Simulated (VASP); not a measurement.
Input of a VASP 6.6.1 run:

Contents of INCAR:

```
PREC = Accurate
ENCUT = 520
EDIFF = 1E-6
ISMEAR = 0
SIGMA = 0.05
LREAL = F
LASPH = T
NELM = 80
ALGO = Normal
ISIF = 2
LWAVE = F
LCHARG = F
LDIPOL = T
IDIPOL = 3
DIPOL = 0.5 0.5 0.402
GGA = PE
IVDW = 12
NBANDS = 35
```

File KPOINTS:

```
Automatic mesh
0
Gamma
  9 9 1
```

POSCAR

```
Te2Mo
1.0
    3.5038816881      0.0000000000      0.0000000000
   -1.7519408440      3.0344505538      0.0000000000
    0.0000000000      0.0000000000     24.7677198395
Te Mo
4 2
Direct
    0.3333333333      0.6666666667      0.1816881017
    0.3333333333      0.6666666667      0.3284056818
    0.6666666667      1.3333333333      0.4749674171
    0.6666666667      1.3333333333      0.6216849972
    0.6666666667      0.3333333333      0.2550468917
    1.0000000000      1.0000000000      0.5483262072
```

Potentials or basis: VASP PAW PBE potentials, release 64 (Te, Mo_sv).

Command:

```console
$ cat potpaw_PBE.64/Te/POTCAR potpaw_PBE.64/Mo_sv/POTCAR > POTCAR
$ mpirun -np 1 vasp_std > vasp.out
```

Predict the band gap on the k mesh.

1.11 eV (least direct gap 1.15 eV).

Estimate the dispersion energy per atom.

-0.460 eV.

Estimate the largest force.

0.118 eV/Å.

Forces in eV/Å, atoms in the order of the input:
```
Te   0.000  0.000  0.007
Te   0.000  0.000  0.118
Te   0.000  0.000 -0.101
Te   0.000  0.000  0.006
Mo   0.000  0.000  0.006
Mo   0.000  0.000 -0.036
```

Caveat: the cell differs from its parent crystal (layers slid over each other); spin-orbit coupling is left out, which moves the levels of the heavy elements.
